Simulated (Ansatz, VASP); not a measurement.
# SrCl2: VASP beside Ansatz

INCAR

```
  PREC = Accurate
  ENCUT = 520
  EDIFF = 1E-6
  ISMEAR = 0
  SIGMA = 0.05
  LREAL = F
  LASPH = T
  NELM = 100
  ALGO = Normal
  ISIF = 2
  LWAVE = F
  LCHARG = F
  NBANDS = 19
```

File KPOINTS:

```
regular mesh
0
Gamma
  6 6 6
```

Contents of POSCAR:

```
SrCl2
1.0
    0.0000000000      3.6249200000      3.3460800000
    3.6249200000      0.0000000000      3.3460800000
    3.6249200000      3.6249200000      0.0000000000
Sr Cl
1 2
Direct
    0.0000000000      0.0000000000      0.0000000000
    0.2500000000      0.2500000000      0.2500000000
    0.7500000000      0.7500000000      0.7500000000
```

Input for Ansatz:

```yaml
crystal:
  lattice:
    - [0.0, 3.62492, 3.34608]
    - [3.62492, 0.0, 3.34608]
    - [3.62492, 3.62492, 0.0]
  atoms:
    - { symbol: Sr, position: [0.0, 0.0, 0.0] }
    - { symbol: Cl, position: [0.25, 0.25, 0.25] }
    - { symbol: Cl, position: [0.75, 0.75, 0.75] }
basis:
  ecutwfc: 420
kpoints:
  mp_grid: { grid: [6, 6, 6] }
hamiltonian:
  xc: lda
scf:
  occupations: { method: gaussian, width: 0.05 }
output:
  forces: true
  stress: true
  eigenvalues: true
```

Change from the starting cell: strain +0.040 along x and y, -0.040 along z, atoms carried along.

Alike in both runs: task single point; functional LDA; k mesh 6 × 6 × 6; occupations gaussian, width 0.05 eV; no spin polarisation.

|  | VASP | Ansatz |
| --- | --- | --- |
| version | VASP 6.6.1 | Ansatz 0.2.0 |
| potentials or method | VASP PAW LDA potentials, release 64 (Sr_sv, Cl), cutoff 520 eV | scalar-relativistic, plane waves, PAW |
| valence electrons in the cell | 24 | 24 |

|  | VASP | Ansatz | Ansatz less VASP |
| --- | --- | --- | --- |
| gap on the k mesh at the Fermi level (eV) | 4.28 | 4.28 | -0.006 |
| least direct gap on the mesh (eV) | 4.54 | 4.53 | -0.008 |
| pressure (GPa) | -3.7 | -3.8 | -0.09 |
| traceless stress, the component that is largest in VASP (GPa) | 2.62 | 2.63 | +0.013 |

LDA's correlation is that of Perdew and Zunger in VASP and of Perdew and Wang (1992) in Ansatz.
